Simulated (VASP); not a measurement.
# ZnSn4N (F-43m) in VASP: a series of runs

The runs below take ZnSn4N through relaxation of cell and atoms, with PBE.

All numbers are computed with VASP 6.6.1; they aren't measurements. Logs are shortened: lines on timing, memory, paths and dates and some standing lists are left out, and cuts for length are marked.

## 1. The cell of the first run

The structure is cubic, space group F-43m (No. 216). The conventional cell has a = 8.130 Å, b = 8.130 Å, c = 8.130 Å, α = 90.00°, β = 90.00°, γ = 90.00°. Within 4.4 Å of Zn (site symmetry -43m) lie 12 Sn at 3.37 Å and 4 N at 3.52 Å. Sn (site symmetry 3m) has 6 Sn at 2.87 Å and 3 N at 3.37 Å and 3 Zn at 3.37 Å within 3.8 Å. N (site symmetry -43m) has 12 Sn at 3.37 Å and 4 Zn at 3.52 Å within 4.4 Å.

The cell was built from a structure type or drawn by symmetry, and may not be a known phase.

## 2. Relaxation of cell and atoms, PBE

INCAR reads:

```
SYSTEM = ZnSn4N
ALGO = Normal
EDIFF = 1E-6
EDIFFG = -0.04
ENCUT = 600
GGA = PE
IBRION = 2
ISIF = 3
ISMEAR = 0
LASPH = .True.
LCHARG = .False.
LREAL = .False.
LWAVE = .False.
NELM = 80
NSW = 90
PREC = Accurate
SIGMA = 0.1
```

KPOINTS reads:

```
k-points
0
Gamma
  4 4 4
  0 0 0
```

POSCAR reads:

```
ZnSn4N
1.0
    0.0000000000      4.0649111200      4.0649111200
    4.0649111200      0.0000000000      4.0649111200
    4.0649111200      4.0649111200      0.0000000000
Zn Sn N
1 4 1
Direct
    0.7500000000      0.7500000000      0.7500000000
    0.8750850300      0.3749716600      0.3749716600
    0.3749716600      0.3749716600      0.3749716600
    0.3749716600      0.8750850300      0.3749716600
    0.3749716600      0.3749716600      0.8750850300
    0.0000000000      0.0000000000      0.0000000000
```

Potentials or basis: VASP PAW PBE potentials, release 64 (Zn, Sn_d, N).

On the command line:

```console
$ cat potpaw_PBE.64/Zn/POTCAR potpaw_PBE.64/Sn_d/POTCAR potpaw_PBE.64/N/POTCAR > POTCAR
$ mpirun -np 1 vasp_std > vasp.out
```

OUTCAR:

```text
SYSTEM = ZnSn4N
   EDIFF = 1E-6
   EDIFFG = -0.04
   ENCUT = 600
   GGA = PE
   IBRION = 2
   ISIF = 3
   ISMEAR = 0
   LASPH = .True.
   LREAL = .False.
   NELM = 80
   NSW = 90
   PREC = Accurate

 ion  position               nearest neighbor table
   1  0.750  0.750  0.750-   2 3.37   4 3.37   5 3.37   3 3.37   3 3.37   3 3.37   2 3.37   5 3.37
                             4 3.37   2 3.37   4 3.37   5 3.37
   2  0.875  0.375  0.375-   3 2.87   4 2.87   5 2.87   4 2.87   5 2.87   3 2.87   1 3.37   1 3.37
                             1 3.37
   3  0.375  0.375  0.375-   2 2.87   4 2.87   5 2.87   2 2.87   4 2.87   5 2.87   1 3.37   1 3.37
                             1 3.37
   4  0.375  0.875  0.375-   2 2.87   3 2.87   5 2.87   2 2.87   5 2.87   3 2.87   1 3.37   1 3.37
                             1 3.37
   5  0.375  0.375  0.875-   2 2.87   3 2.87   4 2.87   4 2.87   2 2.87   3 2.87   1 3.37   1 3.37
                             1 3.37
   6  0.000  0.000  0.000-

  LATTYP: Found a face centered cubic cell.
 ALAT       =     8.1298222400

  Lattice vectors:

 A1 = (   0.0000000000,   4.0649111200,   4.0649111200)
 A2 = (   4.0649111200,   0.0000000000,   4.0649111200)
 A3 = (   4.0649111200,   4.0649111200,   0.0000000000)

Analysis of symmetry for initial positions (statically):
=====================================================================
 Subroutine PRICEL returns:
 Original cell was already a primitive cell.

 Routine SETGRP: Setting up the symmetry group for a
 face centered cubic supercell.

 Subroutine GETGRP returns: Found 24 space group operations
 (whereof 24 operations were pure point group operations)
 out of a pool of 48 trial point group operations.

The static configuration has the point symmetry T_d .

Analysis of symmetry for dynamics (positions and initial velocities):
=====================================================================
 Subroutine PRICEL returns:
 Original cell was already a primitive cell.

 Routine SETGRP: Setting up the symmetry group for a
 face centered cubic supercell.

 Subroutine GETGRP returns: Found 24 space group operations
 (whereof 24 operations were pure point group operations)
 out of a pool of 48 trial point group operations.

The dynamic configuration has the point symmetry T_d .

 Subroutine INISYM returns: Found 24 space group operations
 (whereof 24 operations are pure point group operations),
 and found     1 'primitive' translations

----------------------------------------------------------------------------------------

                                     Primitive cell

  volume of cell :     134.3331

  direct lattice vectors                    reciprocal lattice vectors
     0.000000000  4.064911120  4.064911120    -0.123003919  0.123003919  0.123003919
     4.064911120  0.000000000  4.064911120     0.123003919 -0.123003919  0.123003919
     4.064911120  4.064911120  0.000000000     0.123003919  0.123003919 -0.123003919

  length of vectors
     5.748652436  5.748652436  5.748652436     0.213049038  0.213049038  0.213049038

  position of ions in fractional coordinates (direct lattice)
     0.750000000  0.750000000  0.750000000
     0.875085030  0.374971660  0.374971660
     0.374971660  0.374971660  0.374971660
     0.374971660  0.875085030  0.374971660
     0.374971660  0.374971660  0.875085030
     0.000000000  0.000000000  0.000000000

  ion indices of the primitive-cell ions
   primitive index   ion index
                 1           1
                 2           2
                 3           3
                 4           4
                 5           5
                 6           6

----------------------------------------------------------------------------------------

 KPOINTS: k-points

Automatic generation of k-mesh.
 Grid dimensions read from file:
 generate k-points for:    4    4    4

 Generating k-lattice:

  Cartesian coordinates                     Fractional coordinates (reciprocal lattice)
    -0.030750980  0.030750980  0.030750980     0.250000000  0.000000000  0.000000000
     0.030750980 -0.030750980  0.030750980     0.000000000  0.250000000  0.000000000
     0.030750980  0.030750980 -0.030750980     0.000000000  0.000000000  0.250000000

  Length of vectors
     0.053262260  0.053262260  0.053262260

  Shift w.r.t. Gamma in fractional coordinates (k-lattice)
     0.000000000  0.000000000  0.000000000

 Subroutine IBZKPT returns following result:
 ===========================================

 Found      8 irreducible k-points:

 Following reciprocal coordinates:
            Coordinates               Weight
  0.000000  0.000000  0.000000      1.000000
  0.250000  0.000000  0.000000      8.000000
  0.500000  0.000000  0.000000      4.000000
  0.250000  0.250000  0.000000      6.000000
  0.500000  0.250000  0.000000     24.000000
 -0.250000  0.250000  0.000000     12.000000
  0.500000  0.500000  0.000000      3.000000
 -0.250000  0.500000  0.250000      6.000000
   k-points           NKPTS =      8   k-points in BZ     NKDIM =      8   number of bands    NBANDS=     43
   number of dos      NEDOS =    301   number of ions     NIONS =      6
   total plane-waves  NPLWV = 110592
   dimension x,y,z NGX =    48 NGY =   48 NGZ =   48
   dimension x,y,z NGXF=    96 NGYF=   96 NGZF=   96
   ions per type =               1   4   1
   NGX,Y,Z   is equivalent  to a cutoff of  13.88, 13.88, 13.88 a.u.
   NGXF,Y,Z  is equivalent  to a cutoff of  27.76, 27.76, 27.76 a.u.
 SYSTEM =  ZnSn4N
   PREC   = accura    normal or accurate (medium, high low for compatibility)
   ISTART =      0    job   : 0-new  1-cont  2-samecut
   ICHARG =      2    charge: 1-file 2-atom 10-const
   ISPIN  =      1    spin polarized calculation?
   LNONCOLLINEAR =      F non collinear calculations
   LSORBIT =      F    spin-orbit coupling
   LASPH  =      T    aspherical Exc in radial PAW
   ENCUT  =  600.0 eV  44.10 Ry    6.64 a.u.  11.48 11.48 11.48*2*pi/ulx,y,z
   NELM   =     80;   NELMIN=  2; NELMDL= -5     # of ELM steps
   EDIFF  = 0.1E-05   stopping-criterion for ELM
   LREAL  =      F    real-space projection
   EDIFFG = -.4E-01   stopping-criterion for IOM
   NSW    =     90    number of steps for IOM
   IBRION =      2    ionic relax: 0-MD 1-quasi-New 2-CG
   NFREE  =      1    steps in history (QN), initial steepest desc. (CG)
   ISIF   =      3    stress and relaxation
   ISYM   =      2    0-nonsym 1-usesym 2-fastsym
   POTIM  = 0.5000    time-step for ionic-motion
   TEBEG  =    0.0;   TEEND  =   0.0 temperature during run
   PSTRESS=    0.0 pullay stress
   NELECT =      73.0000    total number of electrons
   NUPDOWN=      -1.0000    fix difference up-down
   EMIN   =  10.00;   EMAX   =-10.00  energy-range for DOS
   EFERMI =   0.00;   METHOD = LEGACY
   ISMEAR =     0;   SIGMA  =   0.10  broadening in eV -4-tet -1-fermi 0-gaus
   EFERMI_NEDOS =   21; number of points for ismear=-14 and -15
   IALGO  =     38    algorithm
   IMIX   =      4    mixing-type and parameters
     AMIX     =   0.40;   BMIX     =  1.00
     AMIX_MAG =   1.60;   BMIX_MAG =  1.00
  volume/ion in A,a.u.               =      22.39       151.09
  Fermi-wavevector in a.u.,A,eV,Ry     =   1.335943  2.524567 24.282927  1.784745
  Thomas-Fermi vector in A             =   2.464608
   LORBIT       =      0    0 simple, 1 ext, 2 COOP (PROOUT), +10 PAW based schemes
   GGA     = PE    functional components
   LHFCALC =     F    Hartree Fock is set to
   AEXX    =    0.0000 exact exchange contribution
   IVDW    =     0    specifies the selected vdW correction
   LEPSILON=     F    determine dielectric tensor
   LRPA    =     F    only Hartree local field effects (RPA)
 conjugate gradient relaxation of ions
 non-spin polarized calculation
 Gauss-broadening in eV      SIGMA  =   0.10
  energy-cutoff  :      600.00
  volume of cell :      134.33
 maximum number of plane-waves:      4520
 NGX is ok and might be reduce to    48
   NGX = 23   NGY = 23   NGZ = 23

--------------------------------------- Ionic step        1  -------------------------------------------

 number of electron      73.0000014 magnetization

 Free energy of the ion-electron system (eV)
  ---------------------------------------------------
  ext. energy  EPLUGINS =         0.00000000
  ---------------------------------------------------
  free energy    TOTEN  =       -17.31839082 eV

  energy without entropy =      -17.28203235  energy(sigma->0) =      -17.30021158

 E-fermi :   6.7154     XC(G=0): -10.4057

 val. band max:        6.6981538090   @ k =   0.5000   0.2500   0.0000
 cond. band min:       6.8215895961   @ k =   0.5000   0.2500   0.0000
 fundamental gap:      0.1234357871
 Fermi energy:         6.7154060555

 k-point     1 :       0.0000    0.0000    0.0000
  band No.  band energies     occupation
      1     -15.5191      2.00000
      2     -15.3091      2.00000
      3     -15.3091      2.00000
      4     -15.3091      2.00000
      5     -15.2889      2.00000
      6     -15.2889      2.00000
[... 35 lines left out ...]
     42      10.6394      0.00000
     43      10.6394      0.00000
[... 373 lines left out ...]
 VOLUME and BASIS-vectors are now :
 -----------------------------------------------------------------------------
  energy-cutoff  :      600.00
  volume of cell :      159.34
      direct lattice vectors                 reciprocal lattice vectors
    -0.000000000  4.302957382  4.302957382    -0.116199152  0.116199152  0.116199152
     4.302957382  0.000000000  4.302957382     0.116199152 -0.116199152  0.116199152
     4.302957382  4.302957382  0.000000000     0.116199152  0.116199152 -0.116199152

 POSITION                                       TOTAL-FORCE (eV/Angst)
 -----------------------------------------------------------------------------------
      6.45444      6.45444      6.45444         0.000000      0.000000      0.000000
      3.22488      5.38103      5.38103         0.019176     -0.019176     -0.019176
      3.22488      3.22488      3.22488         0.019176      0.019176      0.019176
      5.38103      3.22488      5.38103        -0.019176      0.019176     -0.019176
      5.38103      5.38103      3.22488        -0.019176     -0.019176      0.019176
      0.00000      0.00000      0.00000         0.000000      0.000000      0.000000
 -----------------------------------------------------------------------------------
    total drift:                               -0.000045     -0.000045     -0.000045

  FREE ENERGIE OF THE ION-ELECTRON SYSTEM (eV)
  ---------------------------------------------------
  free  energy   TOTEN  =       -17.8050136813 eV

  energy  without entropy=      -17.7451696190  energy(sigma->0) =      -17.77509165

--------------------------------------- Ionic step        3  -------------------------------------------

 number of electron      73.0000018 magnetization

 Free energy of the ion-electron system (eV)
  ---------------------------------------------------
  ext. energy  EPLUGINS =         0.00000000
  ---------------------------------------------------
  free energy    TOTEN  =       -17.81534578 eV

  energy without entropy =      -17.75814581  energy(sigma->0) =      -17.78674579

 E-fermi :   5.1892     XC(G=0):  -9.7217

 val. band max:        5.1835097978   @ k =   0.5000   0.2500   0.0000
 cond. band min:       5.2070536127   @ k =   0.5000   0.5000   0.0000
 fundamental gap:      0.0235438149
 Fermi energy:         5.1892179240

 k-point     1 :       0.0000    0.0000    0.0000
  band No.  band energies     occupation
      1     -16.7197      2.00000
      2     -16.5988      2.00000
      3     -16.5988      2.00000
      4     -16.5988      2.00000
      5     -16.5978      2.00000
      6     -16.5978      2.00000
[... 35 lines left out ...]
     42       8.9036      0.00000
     43       8.9036      0.00000
[... 325 lines left out ...]
  FORCE on cell =-STRESS in cart. coord.  units (eV):
  Direction    XX          YY          ZZ          XY          YZ          ZX
  --------------------------------------------------------------------------------------
  -------------------------------------------------------------------------------------
  Total        0.0595526      0.0595526      0.0595526     -0.0000000     -0.0000000      0.0000000
  in kB        0.6137546      0.6137546      0.6137546     -0.0000000     -0.0000000      0.0000000
  external PRESSURE =       0.6137546 kB  Pullay stress =       0.0000000 kB

 VOLUME and BASIS-vectors are now :
 -----------------------------------------------------------------------------
  energy-cutoff  :      600.00
  volume of cell :      155.46
      direct lattice vectors                 reciprocal lattice vectors
    -0.000000000  4.267715173  4.267715173    -0.117158709  0.117158709  0.117158709
     4.267715173  0.000000000  4.267715173     0.117158709 -0.117158709  0.117158709
     4.267715173  4.267715173  0.000000000     0.117158709  0.117158709 -0.117158709

 POSITION                                       TOTAL-FORCE (eV/Angst)
 -----------------------------------------------------------------------------------
      6.40157      6.40157      6.40157         0.000000      0.000000     -0.000000
      3.19876      5.33667      5.33667         0.013788     -0.013788     -0.013788
      3.19876      3.19876      3.19876         0.013788      0.013788      0.013788
      5.33667      3.19876      5.33667        -0.013788      0.013788     -0.013788
      5.33667      5.33667      3.19876        -0.013788     -0.013788      0.013788
      0.00000      0.00000      0.00000         0.000000      0.000000     -0.000000
 -----------------------------------------------------------------------------------
    total drift:                               -0.000044     -0.000044     -0.000045

  FREE ENERGIE OF THE ION-ELECTRON SYSTEM (eV)
  ---------------------------------------------------
  free  energy   TOTEN  =       -17.8153457813 eV

  energy  without entropy=      -17.7581458072  energy(sigma->0) =      -17.78674579

 reached required accuracy - stopping structural energy minimisation
```

It took 10 min on 1 thread of AMD EPYC, shared host; peak memory 0.33 GiB.

What came out:

```yaml
Free_energy: -17.8153 eV
Relaxed_volume: 25.91 Å³/atom
Relaxed_cell: a = 6.035 Å, b = 6.035 Å, c = 6.035 Å, α = 60.00°, β = 60.00°, γ = 60.00°
Space_group_after_relaxing_to_0.1_Å: F-43m (No. 216)
Energy_gained_by_relaxing: 82.8 meV/atom
Ionic_steps: 3
Pressure_after_relaxing: 0.1 GPa
Largest_force_after_relaxing: 0.024 eV/Å
Band_gap_on_the_k_mesh: zero (an odd number of electrons rules out a gap without spin polarisation)
```

Forces on the atoms (eV/Å):
```
Zn   0.000  0.000  0.000
Sn   0.014 -0.014 -0.014
Sn   0.014  0.014  0.014
Sn  -0.014  0.014 -0.014
Sn  -0.014 -0.014  0.014
N    0.000  0.000  0.000
```

The path:
| step | energy change (eV) | largest force (eV/Å) | pressure (GPa) | volume (Å³) |
| --- | --- | --- | --- | --- |
| 1 | 0.0000 | 0.0710 | 8.69 | 134.33 |
| 2 | -0.4866 | 0.0332 | -0.88 | 159.34 |
| 3 | -0.4970 | 0.0239 | 0.06 | 155.46 |

Final structure:
```cif
data_structure
_symmetry_space_group_name_H-M 'P 1'
_symmetry_Int_Tables_number 1
_cell_length_a 6.0355
_cell_length_b 6.0355
_cell_length_c 6.0355
_cell_angle_alpha 60.000
_cell_angle_beta 60.000
_cell_angle_gamma 60.000
_cell_volume 155.46
loop_
_atom_site_label
_atom_site_type_symbol
_atom_site_fract_x
_atom_site_fract_y
_atom_site_fract_z
_atom_site_occupancy
Zn1 Zn 0.75000 0.75000 0.75000 1
Sn1 Sn 0.87571 0.37476 0.37476 1
Sn2 Sn 0.37476 0.37476 0.37476 1
Sn3 Sn 0.37476 0.87571 0.37476 1
Sn4 Sn 0.37476 0.37476 0.87571 1
N1 N 0.00000 0.00000 0.00000 1
```

Caveat: the volume moved by over 15 % at a fixed basis, so the end points are rough; spin-orbit coupling is left out, which moves the levels of the heavy elements.

## 3. Relaxation of cell and atoms, PBE

This run uses another cell than the first one, of 25.83 Å³/atom.

INCAR reads:

```
PREC = Accurate
ENCUT = 600
EDIFF = 1E-6
ISMEAR = 0
SIGMA = 0.1
LREAL = False
LASPH = True
NELM = 80
ALGO = Normal
ISIF = 3
LWAVE = False
LCHARG = False
GGA = PE
IBRION = 2
NSW = 100
EDIFFG = -0.01
```

KPOINTS reads:

```
regular mesh
0
Gamma
  8 8 8
```

POSCAR reads:

```
ZnSn4N
1.0
    0.0000000000      4.2630816841      4.2630816841
    4.2630816841      0.0000000000      4.2630816841
    4.2630816841      4.2630816841      0.0000000000
Zn Sn N
1 4 1
Direct
    0.2500000000      0.2500000000      0.2500000000
    0.6253032522      0.6253032522      0.1240902434
    0.6253032522      0.1240902434      0.6253032522
    0.1240902434      0.6253032522      0.6253032522
    0.6253032522      0.6253032522      0.6253032522
    0.0000000000      0.0000000000      0.0000000000
```

Potentials or basis: VASP PAW PBE potentials, release 64 (Zn, Sn_d, N).

On the command line:

```console
$ cat potpaw_PBE.64/Zn/POTCAR potpaw_PBE.64/Sn_d/POTCAR potpaw_PBE.64/N/POTCAR > POTCAR
$ mpirun -np 1 vasp_std > vasp.out
```

Wall time 27 min (1 thread of AMD EPYC, shared host); peak memory 0.44 GiB.

It converged, with:

* Free energy: -17.8170 eV
* Relaxed volume: 26.02 Å³/atom
* Relaxed cell: a = 6.044 Å, b = 6.044 Å, c = 6.044 Å, α = 60.00°, β = 60.00°, γ = 60.00°
* Space group after relaxing (to 0.1 Å): F-43m (No. 216)
* Energy gained by relaxing: 0.2 meV/atom
* Ionic steps: 2
* Pressure after relaxing: 0.0 GPa
* Largest force after relaxing: 0.004 eV/Å
* Band gap on the k mesh: zero (an odd number of electrons rules out a gap without spin polarisation)

Forces in eV/Å, atoms in the order of the input:
```
Zn   0.000  0.000  0.000
Sn  -0.003 -0.003  0.003
Sn  -0.003  0.003 -0.003
Sn   0.003 -0.003 -0.003
Sn   0.003  0.003  0.003
N    0.000  0.000  0.000
```

The path:
| step | energy change (eV) | largest force (eV/Å) | pressure (GPa) | volume (Å³) |
| --- | --- | --- | --- | --- |
| 1 | 0.0000 | 0.0410 | 0.32 | 154.95 |
| 2 | -0.0014 | 0.0045 | 0.03 | 156.13 |

Final structure:
```
Zn Sn N
1.0
     0.00000    4.27380    4.27380
     4.27380    0.00000    4.27380
     4.27380    4.27380    0.00000
Zn Sn N
1 4 1
Direct
  0.25000 0.25000 0.25000
  0.62517 0.62517 0.12449
  0.62517 0.12449 0.62517
  0.12449 0.62517 0.62517
  0.62517 0.62517 0.62517
  0.00000 0.00000 0.00000
```

Levels at points of the mesh, in eV from the Fermi level:
```tsv
k point	band 33	band 34	band 35	band 36	band 37	band 38	band 39	band 40	band 41	band 42
(0.00, 0.00, 0.00)	-2.83	-2.83	-1.79	-0.62	-0.62	-0.43	-0.43	-0.43	3.69	3.69
(0.50, 0.00, 0.00)	-2.51	-1.27	-0.35	-0.16	-0.16	1.09	1.09	1.55	2.15	2.15
(0.50, 0.50, 0.00)	-0.57	-0.57	-0.15	0.01	1.10	1.10	1.58	1.69	1.83	1.90
```

Caveat: spin-orbit coupling is left out, which moves the levels of the heavy elements.
